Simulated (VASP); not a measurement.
A run of VASP 6.6.1 is set up as follows.

Contents of INCAR:

```
SYSTEM = TaN
  ALGO = Normal
  EDIFF = 1E-6
  ENCUT = 520
  GGA = PS
  ISIF = 2
  ISMEAR = 0
  LASPH = .TRUE.
  LCHARG = .FALSE.
  LREAL = .FALSE.
  LWAVE = .FALSE.
  NBANDS = 15
  NELM = 100
  PREC = Accurate
  SIGMA = 0.15
```

KPOINTS

```
k-points
0
G
  18 18 18
  0 0 0
```

File POSCAR:

```
TaN
1.0
    0.0000000000      2.1874436400      2.0999458944
    2.1874436400      0.0000000000      2.0999458944
    2.1874436400      2.1874436400      0.0000000000
Ta N
1 1
Direct
    0.5000000000      0.5000000000      0.5000000000
    0.0000000000      0.0000000000      0.0000000000
```

Potentials or basis: VASP PAW PBE potentials, release 64 (Ta_pv, N).

Launch:

```console
$ cat potpaw_PBE.64/Ta_pv/POTCAR potpaw_PBE.64/N/POTCAR > POTCAR
$ mpirun -np 1 vasp_std > vasp.out
```

(1) Predict the band gap on the k mesh.

(2) Predict the pressure.

Results:

(1) zero (bands 8 and 9 overlap by 4.33 eV).

(2) 19.0 GPa.

Caveat: the cell differs from its parent crystal (engineering shear strain xz +0.0000, normal strain along z -0.0400); the cell stands under pressure; the PAW data sets were made with another functional, which shifts forces and pressure a little; spin-orbit coupling is left out, which moves the levels of the heavy elements.
